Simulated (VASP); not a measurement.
The system is MgS.

```
CELL_PARAMETERS angstrom
3.26282 0.00000 0.00000
0.00000 3.26282 0.00000
0.00000 0.00000 3.26282
ATOMIC_POSITIONS crystal
Mg 0.00000 0.00000 0.00000
S 0.50000 0.50000 0.50000
```

Base run:

```yaml
Program: VASP 6.6.1
Functional: r2SCAN
Potentials_or_basis: VASP PAW PBE potentials, release 64 (Mg, S)
Cutoff: 520 eV
k_mesh: 8 × 8 × 8
Occupations: fermi-dirac, width 0.02 eV
Spin: no spin polarisation
```

Its results: band gap on the k mesh 0.13 eV, indirect (least direct gap 0.15 eV); pressure -0.4 GPa.

Question: The run is repeated on the same cell with these changes: functional from r2SCAN to PBE. What comes out?

Answer: Band gap on the k mesh zero (band 4 reaches 5.47 eV, above the bottom of band 5 at 5.22 eV); pressure 0.5 GPa.

r2SCAN gives the wider gap, since meta-GGAs in the generalised Kohn-Sham scheme recover part of the derivative discontinuity.

Caveats: the PAW data sets were made with another functional, which shifts forces and pressure a little (some runs).

A k mesh can miss the band edges.
